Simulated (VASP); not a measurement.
**Co: single point with PBE**

Crystal: Co.

```
Co
1.0
     3.62800    1.81400    1.81400
     1.81400    3.62800    1.81400
     1.81400    1.81400    3.62800
Co
2
Direct
  0.00000 0.00000 0.00000
  0.50000 0.50000 0.50000
```

This isn't the form of Co at room conditions, which is hcp.

```
Program             : VASP 6.6.1
Task                : single point
Functional          : PBE
Potentials or basis : VASP PAW PBE potentials, release 64 (Co)
Cutoff              : 520 eV
k mesh              : 11 × 11 × 11
Occupations         : fermi-dirac, width 0.05 eV
Spin                : collinear spin, ferromagnetic start
Starting moments    : [3.0, 3.0] μB
```

```json
{
 "Pressure": "-15.8 GPa",
 "Net moment": "3.38 μB per cell",
 "Site moments": "Co +1.73 μB",
 "Valence electrons inside the program's atomic spheres": "Co 8.10"
}
```

Levels at points of the mesh, in eV from the Fermi level:
Spin up:
```tsv
k point	band 8	band 9	band 10	band 11	band 12	band 13	band 14	band 15
(0.00, 0.00, 0.00)	-1.77	-1.77	-0.97	-0.97	-0.24	5.29	20.81	22.20
```
Spin down:
| k point | band 5 | band 6 | band 7 | band 8 | band 9 | band 10 |
| --- | --- | --- | --- | --- | --- | --- |
| (0.00, 0.00, 0.00) | -1.01 | -1.00 | -1.00 | -0.31 | 0.29 | 0.29 |

Wall time 39 min on 1 thread of Intel Xeon 8259CL, with other jobs on the host, peak memory 0.59 GiB.

Caveat: the cell stands under tension.
